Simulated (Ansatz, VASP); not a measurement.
## One calculation of B, two programs

```
CELL_PARAMETERS angstrom
2.80214 -1.45344 0.00029
2.80214 1.45344 0.00029
-0.13164 0.00000 3.24305
ATOMIC_POSITIONS crystal
B 0.40270 0.40270 0.69422
B 0.26902 0.26902 0.17071
B 0.73098 0.73098 0.82929
B 0.59730 0.59730 0.30578
```

Change from the starting cell: the structure that the rattled fcc type (Fm-3m, No. 225) fell into.

Alike in both runs: functional PBE; k mesh 18 × 18 × 14; occupations gaussian, width 0.1 eV; no spin polarisation.

Ansatz relaxed the structure, and its values are those at the end. VASP's run is a single point on that final structure, the one shown.

```csv
,VASP,Ansatz
version,VASP 6.6.1,Ansatz 0.2.0
potentials or method,"VASP PAW PBE potentials, release 64 (B), cutoff 520 eV","scalar-relativistic, plane waves, PAW"
valence electrons in the cell,12,12
```

```csv
,VASP,Ansatz,Ansatz less VASP
gap on the k mesh at the Fermi level (eV),none,none,-
pressure (GPa),0.0,0.0,0.00
```

A gap of «none» marks a metal or a gap that the smearing closes. The functional is the same, so the differences come from potentials, cutoffs and numerics.
